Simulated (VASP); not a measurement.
Here is a VASP 6.6.1 calculation.

INCAR

```
SYSTEM = C
PREC = Accurate
ENCUT = 520
EDIFF = 1E-7
ISMEAR = -1
SIGMA = 0.05
LREAL = .False.
LASPH = .True.
NELM = 60
ALGO = Normal
ISIF = 2
LWAVE = .False.
LCHARG = .False.
LDIPOL = .True.
IDIPOL = 3
DIPOL = 0.5 0.5 0.500
GGA = PE
NBANDS = 26
```

KPOINTS

```
regular mesh
0
Gamma
  12 12 1
  0 0 0
```

The input POSCAR:

```
C
1.0
    2.4560000000      0.0000000000      0.0000000000
   -1.2280000000      2.1270000000      0.0000000000
    0.0000000000      0.0000000000     25.0440000000
C
8
Direct
    0.6666700000      0.3333400000      0.2994729276
    0.3333300000      0.6666600000      0.2994729276
    0.1666700000      0.3333400000      0.4331576425
    0.8333300000      0.6666600000      0.4331576425
    0.6666700000      0.3333400000      0.5668423575
    0.3333300000      0.6666600000      0.5668423575
    0.1666700000      0.3333400000      0.7005270724
    0.8333300000      0.6666600000      0.7005270724
```

Potentials or basis: VASP PAW PBE potentials, release 64 (C).

Run with:

```console
$ cat potpaw_PBE.64/C/POTCAR > POTCAR
$ mpirun -np 1 vasp_std > vasp.out
```

(1) What does it give for the band gap on the k mesh?

(2) What does it give for the largest force?

Results:

(1) 0.14 eV, direct.

(2) 0.060 eV/Å.
